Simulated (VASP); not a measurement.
# Ir (I4/mmm) in VASP: notebook

Ir is run at these levels: LDA; tasks: single point.

Program: VASP 6.6.1. These are calculated values, not measurements. Logs are shortened: lines on timing, memory, paths and dates and some standing lists are left out, and cuts for length are marked.

## 1. The cell of the first run

The structure is tetragonal, space group I4/mmm (No. 139). The conventional cell has a = 2.715 Å, b = 2.715 Å, c = 3.532 Å, α = 90.00°, β = 90.00°, γ = 90.00°. Within 3.4 Å of Ir (site symmetry 4/mmm) lie 12 Ir at 2.61 to 2.71 Å.

## 2. Single point, LDA (strain +0.000 along x and y, -0.080 along z)

Input file INCAR:

```
SYSTEM = Ir
ALGO = Normal
EDIFF = 1E-6
ENCUT = 520
ISIF = 2
ISMEAR = 0
LASPH = .TRUE.
LCHARG = .FALSE.
LREAL = .FALSE.
LWAVE = .FALSE.
NBANDS = 10
NELM = 80
PREC = Accurate
SIGMA = 0.15
```

Input file KPOINTS:

```
k-points
0
G
  22 22 22
  0 0 0
```

Input file POSCAR:

```
Ir
1.0
    0.0000000000      1.9197000000      1.7661240000
    1.9197000000      0.0000000000      1.7661240000
    1.9197000000      1.9197000000      0.0000000000
Ir
1
Direct
    0.0000000000      0.0000000000      0.0000000000
```

Potentials or basis: VASP PAW LDA potentials, release 64 (Ir).

Run with:

```
$ cat potpaw_LDA.64/Ir/POTCAR > POTCAR
$ mpirun -np 1 vasp_std > vasp.out
```

OUTCAR:

```text
SYSTEM = Ir
   EDIFF = 1E-6
   ENCUT = 520
   ISIF = 2
   ISMEAR = 0
   LASPH = .TRUE.
   LREAL = .FALSE.
   NELM = 80
   PREC = Accurate

 ion  position               nearest neighbor table
   1  0.000  0.000  0.000-

  LATTYP: Found a body centered tetragonal cell.
 ALAT       =     2.7148657757
 C/A-ratio  =     1.3010764774

  Lattice vectors:

 A1 = (   0.0000000000,  -1.9197000000,  -1.7661240000)
 A2 = (   0.0000000000,   1.9197000000,  -1.7661240000)
 A3 = (   1.9197000000,   0.0000000000,   1.7661240000)

Analysis of symmetry for initial positions (statically):
=====================================================================
 Subroutine PRICEL returns:
 Original cell was already a primitive cell.

 Routine SETGRP: Setting up the symmetry group for a
 body centered tetragonal supercell.

 Subroutine GETGRP returns: Found 16 space group operations
 (whereof 16 operations were pure point group operations)
 out of a pool of 16 trial point group operations.

The static configuration has the point symmetry D_4h.

Analysis of symmetry for dynamics (positions and initial velocities):
=====================================================================
 Subroutine PRICEL returns:
 Original cell was already a primitive cell.

 Routine SETGRP: Setting up the symmetry group for a
 body centered tetragonal supercell.

 Subroutine GETGRP returns: Found 16 space group operations
 (whereof 16 operations were pure point group operations)
 out of a pool of 16 trial point group operations.

The dynamic configuration has the point symmetry D_4h.

 Subroutine INISYM returns: Found 16 space group operations
 (whereof 16 operations are pure point group operations),
 and found     1 'primitive' translations

----------------------------------------------------------------------------------------

                                     Primitive cell

  volume of cell :      13.0172

  direct lattice vectors                    reciprocal lattice vectors
     0.000000000  1.919700000  1.766124000    -0.260457363  0.260457363  0.283105829
     1.919700000  0.000000000  1.766124000     0.260457363 -0.260457363  0.283105829
     1.919700000  1.919700000  0.000000000     0.260457363  0.260457363 -0.283105829

  length of vectors
     2.608532552  2.608532552  2.714865776     0.464569679  0.464569679  0.464569679

  position of ions in fractional coordinates (direct lattice)
     0.000000000  0.000000000  0.000000000

  ion indices of the primitive-cell ions
   primitive index   ion index
                 1           1

----------------------------------------------------------------------------------------

 KPOINTS: k-points

Automatic generation of k-mesh.
 Grid dimensions read from file:
 generate k-points for:   22   22   22

 Generating k-lattice:

  Cartesian coordinates                     Fractional coordinates (reciprocal lattice)
    -0.011838971  0.011838971  0.012868447     0.045454545 -0.000000000  0.000000000
     0.011838971 -0.011838971  0.012868447    -0.000000000  0.045454545  0.000000000
     0.011838971  0.011838971 -0.012868447     0.000000000  0.000000000  0.045454545

  Length of vectors
     0.021116804  0.021116804  0.021116804

  Shift w.r.t. Gamma in fractional coordinates (k-lattice)
     0.000000000  0.000000000  0.000000000

 Subroutine IBZKPT returns following result:
 ===========================================

 Found    834 irreducible k-points:

 Following reciprocal coordinates:
            Coordinates               Weight
  0.000000  0.000000  0.000000      1.000000
  0.045455  0.000000  0.000000      8.000000
  0.090909  0.000000  0.000000      8.000000
  0.136364  0.000000  0.000000      8.000000
  0.181818  0.000000  0.000000      8.000000
  0.227273  0.000000  0.000000      8.000000
[... 16 lines left out ...]
  0.500000  0.045455  0.000000      8.000000
 -0.454545  0.045455  0.000000      8.000000
 [... further k-points ...]
   k-points           NKPTS =    834   k-points in BZ     NKDIM =    834   number of bands    NBANDS=     10
   number of dos      NEDOS =    301   number of ions     NIONS =      1
   total plane-waves  NPLWV =   8000
   dimension x,y,z NGX =    20 NGY =   20 NGZ =   20
   dimension x,y,z NGXF=    40 NGYF=   40 NGZF=   40
   ions per type =               1
   NGX,Y,Z   is equivalent  to a cutoff of  12.75, 12.75, 12.25 a.u.
   NGXF,Y,Z  is equivalent  to a cutoff of  25.49, 25.49, 24.49 a.u.
 SYSTEM =  Ir
   PREC   = accura    normal or accurate (medium, high low for compatibility)
   ISTART =      0    job   : 0-new  1-cont  2-samecut
   ICHARG =      2    charge: 1-file 2-atom 10-const
   ISPIN  =      1    spin polarized calculation?
   LNONCOLLINEAR =      F non collinear calculations
   LSORBIT =      F    spin-orbit coupling
   LASPH  =      T    aspherical Exc in radial PAW
   ENCUT  =  520.0 eV  38.22 Ry    6.18 a.u.   4.85  4.85  5.05*2*pi/ulx,y,z
   NELM   =     80;   NELMIN=  2; NELMDL= -5     # of ELM steps
   EDIFF  = 0.1E-05   stopping-criterion for ELM
   LREAL  =      F    real-space projection
   EDIFFG = 0.1E-04   stopping-criterion for IOM
   NSW    =      0    number of steps for IOM
   IBRION =     -1    ionic relax: 0-MD 1-quasi-New 2-CG
   NFREE  =      0    steps in history (QN), initial steepest desc. (CG)
   ISIF   =      2    stress and relaxation
   ISYM   =      2    0-nonsym 1-usesym 2-fastsym
   POTIM  = 0.5000    time-step for ionic-motion
   TEBEG  =    0.0;   TEEND  =   0.0 temperature during run
   PSTRESS=    0.0 pullay stress
   NELECT =       9.0000    total number of electrons
   NUPDOWN=      -1.0000    fix difference up-down
   EMIN   =  10.00;   EMAX   =-10.00  energy-range for DOS
   EFERMI =   0.00;   METHOD = LEGACY
   ISMEAR =     0;   SIGMA  =   0.15  broadening in eV -4-tet -1-fermi 0-gaus
   EFERMI_NEDOS =   21; number of points for ismear=-14 and -15
   IALGO  =     38    algorithm
   IMIX   =      4    mixing-type and parameters
     AMIX     =   0.40;   BMIX     =  1.00
     AMIX_MAG =   1.60;   BMIX_MAG =  1.00
  volume/ion in A,a.u.               =      13.02        87.84
  Fermi-wavevector in a.u.,A,eV,Ry     =   1.447604  2.735574 28.511778  2.095557
  Thomas-Fermi vector in A             =   2.565540
   LORBIT       =      0    0 simple, 1 ext, 2 COOP (PROOUT), +10 PAW based schemes
   GGA     = CA    functional components
   LHFCALC =     F    Hartree Fock is set to
   AEXX    =    0.0000 exact exchange contribution
   IVDW    =     0    specifies the selected vdW correction
   LEPSILON=     F    determine dielectric tensor
   LRPA    =     F    only Hartree local field effects (RPA)
 non-spin polarized calculation
 Gauss-broadening in eV      SIGMA  =   0.15
  energy-cutoff  :      520.00
  volume of cell :       13.02
 maximum number of plane-waves:       361
   NGX =  9   NGY =  9   NGZ =  9

 number of electron       8.9999999 magnetization

 Free energy of the ion-electron system (eV)
  ---------------------------------------------------
  ext. energy  EPLUGINS =         0.00000000
  ---------------------------------------------------
  free energy    TOTEN  =       -10.15666596 eV

  energy without entropy =      -10.14612637  energy(sigma->0) =      -10.15139616

 E-fermi :  11.7949     XC(G=0): -14.6225

 val. band max:       11.7936821124   @ k =   0.3636  -0.0000   0.2727
 cond. band min:      11.8038961187   @ k =  -0.2273   0.0909   0.0000
 fundamental gap:      0.0102140064
 Fermi energy:        11.7948685733

 k-point     1 :       0.0000    0.0000    0.0000
  band No.  band energies     occupation
      1      -0.1794      2.00000
      2       7.0794      2.00000
      3       7.0794      2.00000
      4       8.2133      2.00000
      5       9.6741      2.00000
      6      11.1992      2.00000
      7      26.1101      0.00000
      8      31.0409      0.00000
      9      31.0409      0.00000
     10      34.2497      0.00000

 k-point     2 :       0.0455    0.0000    0.0000
  band No.  band energies     occupation
      1      -0.0777      2.00000
      2       7.0678      2.00000
      3       7.1239      2.00000
      4       8.2100      2.00000
      5       9.6570      2.00000
      6      11.1551      2.00000
      7      26.2925      0.00000
      8      30.8610      0.00000
      9      31.2082      0.00000
     10      33.9646      0.00000

 k-point     3 :       0.0909    0.0000    0.0000
  band No.  band energies     occupation
      1       0.2196      2.00000
      2       7.0164      2.00000
      3       7.2405      2.00000
      4       8.2266      2.00000
      5       9.6269      2.00000
      6      11.0381      2.00000
      7      26.8071      0.00000
      8      30.1945      0.00000
      9      31.7010      0.00000
     10      33.9009      0.00000

 k-point     4 :       0.1364    0.0000    0.0000
  band No.  band energies     occupation
      1       0.6872      2.00000
      2       6.9112      2.00000
      3       7.3758      2.00000
      4       8.3019      2.00000
      5       9.6492      2.00000
      6      10.8928      2.00000
      7      27.5294      0.00000
      8      29.1769      0.00000
      9      32.4936      0.00000
     10      34.4561      0.00000
[... 222 lines left out ...]
 k-point    22 :       0.4545    0.0455    0.0000
  band No.  band energies     occupation
      1       2.9113      2.00000
      2       6.7894      2.00000
      3       7.9487      2.00000
      4       9.8879      2.00000
      5      12.7447      0.00000
      6      13.1701      0.00000
      7      20.7504      0.00000
      8      25.9233      0.00000
      9      31.7942      0.00000
     10      33.6219      0.00000

 k-point    23 :       0.5000    0.0455    0.0000
  band No.  band energies     occupation
      1       2.8938      2.00000
      2       6.7348      2.00000
      3       7.8774      2.00000
      4      10.4123      2.00000
      5      13.0517      0.00000
      6      13.2806      0.00000
      7      20.0844      0.00000
      8      25.6816      0.00000
      9      31.5720      0.00000
     10      33.0695      0.00000

 k-point    24 :      -0.4545    0.0455    0.0000
  band No.  band energies     occupation
      1       2.9005      2.00000
      2       6.7414      2.00000
      3       7.8655      2.00000
      4      10.3827      2.00000
      5      12.9920      0.00000
      6      13.0861      0.00000
      7      20.3033      0.00000
      8      25.7267      0.00000
      9      31.9320      0.00000
     10      32.9711      0.00000

 [... further k-points ...]

------------------------ aborting loop because EDIFF is reached ----------------------------------------

  FORCE on cell =-STRESS in cart. coord.  units (eV):
  Direction    XX          YY          ZZ          XY          YZ          ZX
  --------------------------------------------------------------------------------------
  -------------------------------------------------------------------------------------
  Total        1.8013829      1.8013829      4.7263295      0.0000000     -0.0000000      0.0000000
  in kB      221.7168512    221.7168512    581.7235687      0.0000000     -0.0000000      0.0000000
  external PRESSURE =     341.7190903 kB  Pullay stress =       0.0000000 kB

 VOLUME and BASIS-vectors are now :
 -----------------------------------------------------------------------------
  energy-cutoff  :      520.00
  volume of cell :       13.02
      direct lattice vectors                 reciprocal lattice vectors
     0.000000000  1.919700000  1.766124000    -0.260457363  0.260457363  0.283105829
     1.919700000  0.000000000  1.766124000     0.260457363 -0.260457363  0.283105829
     1.919700000  1.919700000  0.000000000     0.260457363  0.260457363 -0.283105829

 POSITION                                       TOTAL-FORCE (eV/Angst)
 -----------------------------------------------------------------------------------
      0.00000      0.00000      0.00000         0.000000     -0.000000      0.000000
 -----------------------------------------------------------------------------------
    total drift:                                0.000000      0.000000     -0.000000

  FREE ENERGIE OF THE ION-ELECTRON SYSTEM (eV)
  ---------------------------------------------------
  free  energy   TOTEN  =       -10.1566659553 eV

  energy  without entropy=      -10.1461263726  energy(sigma->0) =      -10.15139616
```

It took 2 min on 1 thread of Intel Xeon 8259CL, shared host; peak memory 0.22 GiB.

Results:

| Quantity | Value |
| --- | --- |
| Free energy | -10.1567 eV |
| Pressure | 34.2 GPa |

Stress tensor (GPa, compression positive):
```
22.17  0.00  0.00
 0.00 22.17  0.00
 0.00  0.00 58.17
```

Levels at points of the mesh, in eV from the Fermi level:
```tsv
k point	band 1	band 2	band 3	band 4	band 5	band 6	band 7	band 8	band 9
(0.00, 0.00, 0.00)	-11.97	-4.72	-4.72	-3.58	-2.12	-0.60	14.32	19.25	19.25
(0.50, 0.00, 0.00)	-8.99	-5.15	-3.80	-0.84	0.71	1.49	8.30	13.65	19.89
(0.50, 0.50, 0.00)	-8.83	-8.38	1.05	1.81	1.81	3.14	11.14	11.14	13.42
(0.50, 0.00, 0.50)	-8.91	-8.17	0.99	1.14	1.20	2.26	11.03	12.11	13.38
```

Caveat: the cell differs from its parent crystal (strain +0.000 along x and y, -0.080 along z); spin-orbit coupling is left out, which moves the levels of the heavy elements.

## 3. Single point, LDA (strain +0.080 along x and y, -0.080 along z)

Input file INCAR:

```
ALGO = Normal
EDIFF = 1E-6
ENCUT = 520
ISIF = 2
ISMEAR = 0
LASPH = T
LCHARG = T
LELF = T
LREAL = F
LVHAR = T
LWAVE = F
NBANDS = 10
NELM = 80
PREC = Accurate
SIGMA = 0.15
```

Input file KPOINTS:

```
k-points
0
Gamma
  22 22 22
```

Input file POSCAR:

```
Ir
1.0
    0.0000000000      2.0732760000      1.7661240000
    2.0732760000      0.0000000000      1.7661240000
    2.0732760000      2.0732760000      0.0000000000
Ir
1
Direct
    0.0000000000      0.0000000000      0.0000000000
```

Potentials or basis: VASP PAW LDA potentials, release 64 (Ir).

Run with:

```
$ cat potpaw_LDA.64/Ir/POTCAR > POTCAR
$ mpirun -np 1 vasp_std > vasp.out
```

Run time: 2.2 min. Hardware: 1 thread of Intel Xeon 8259CL, shared host; peak memory 0.24 GiB.

Results (log left out):

- Free energy: -9.9905 eV
- Pressure: -23.6 GPa

Stress tensor (GPa, compression positive):
```
-36.48   0.00   0.00
  0.00 -36.48   0.00
  0.00   0.00   2.04
```

Levels at points of the mesh, in eV from the Fermi level:
| k point | band 1 | band 2 | band 3 | band 4 | band 5 | band 6 | band 7 | band 8 | band 9 |
| --- | --- | --- | --- | --- | --- | --- | --- | --- | --- |
| (0.00, 0.00, 0.00) | -10.28 | -3.79 | -3.79 | -2.24 | -2.15 | -0.14 | 15.00 | 18.22 | 18.22 |
| (0.50, 0.00, 0.00) | -7.28 | -4.44 | -2.32 | -0.37 | 0.26 | 1.45 | 6.86 | 13.66 | 17.83 |
| (0.50, 0.50, 0.00) | -6.86 | -6.67 | 0.87 | 1.42 | 1.42 | 4.22 | 9.61 | 9.61 | 12.34 |
| (0.50, 0.00, 0.50) | -7.12 | -6.24 | 0.49 | 0.51 | 0.85 | 1.95 | 8.47 | 11.88 | 13.43 |

Caveat: the cell differs from its parent crystal (strain +0.080 along x and y, -0.080 along z); spin-orbit coupling is left out, which moves the levels of the heavy elements.
